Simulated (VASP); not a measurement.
Input of a VASP 6.6.1 run:

The input INCAR:

```
PREC = Accurate ; ENCUT = 520
EDIFF = 1E-6 ; ISMEAR = 1
SIGMA = 0.01 ; LREAL = F
LASPH = T ; NELM = 100
ALGO = Normal ; ISIF = 2
LWAVE = F ; LCHARG = F
GGA = PE ; NBANDS = 15
```

Contents of KPOINTS:

```
Automatic mesh
0
Gamma
  9 9 5
```

The input POSCAR:

```
CO2
1.0
    2.3245099404      0.0000000000      0.0000000000
   -1.1622549702      2.0130846597      0.0000000000
    0.0000000000      0.0000000000      4.0958557659
C O
1 2
Direct
    0.0000000000      0.0000000000      0.0000000000
    0.3333333333      0.6666666667      0.2129240054
    0.6666666667      0.3333333333      0.7870759946
```

Potentials or basis: VASP PAW PBE potentials, release 64 (C, O).

Launch:

```bash
$ cat potpaw_PBE.64/C/POTCAR potpaw_PBE.64/O/POTCAR > POTCAR
$ mpirun -np 1 vasp_std > vasp.out
```

Problem. What does it give for the pressure?

Solution. 21.0 GPa.

Problem. Predict the band gap on the k mesh.

Solution. 4.77 eV (least direct gap 5.34 eV).

Problem. What does it give for the largest force?

Solution. 0.049 eV/Å.

Stress tensor (GPa, compression positive):
```
21.50  0.00  0.00
 0.00 21.50  0.00
 0.00  0.00 20.07
```

Caveat: the cell stands under pressure; an odd mesh through Γ misses points on the zone boundary, where band edges can lie.
